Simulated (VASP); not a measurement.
The system is BaTe.

```
Ba Te
1.0
     0.00000    3.34039    3.34039
     3.34039    0.00000    3.34039
     3.34039    3.34039    0.00000
Ba Te
1 1
Cartesian
  0.0000 0.0000 0.0000
  3.3404 3.3404 3.3404
```

Base run:

```yaml
Program: VASP 6.6.1
Functional: PBE
Potentials_or_basis: VASP PAW PBE potentials, release 64 (Ba_sv, Te)
Cutoff: 520 eV
k_mesh: 7 × 7 × 7
Occupations: fermi-dirac, width 0.05 eV
Spin: no spin polarisation
```

Its results: band gap on the k mesh 1.21 eV, indirect (least direct gap 1.58 eV); pressure 7.5 GPa.

Problem. The run is repeated on the same cell with these changes: functional from PBE to PBEsol. What comes out?

Solution. Band gap on the k mesh 1.11 eV, indirect (least direct gap 1.49 eV); pressure 5.3 GPa.

PBEsol binds more tightly than PBE, so the same cell stands under less pressure.

Caveats: spin-orbit coupling is left out, which moves the levels of the heavy elements; the PAW data sets were made with another functional, which shifts forces and pressure a little (some runs).

A k mesh can miss the band edges.
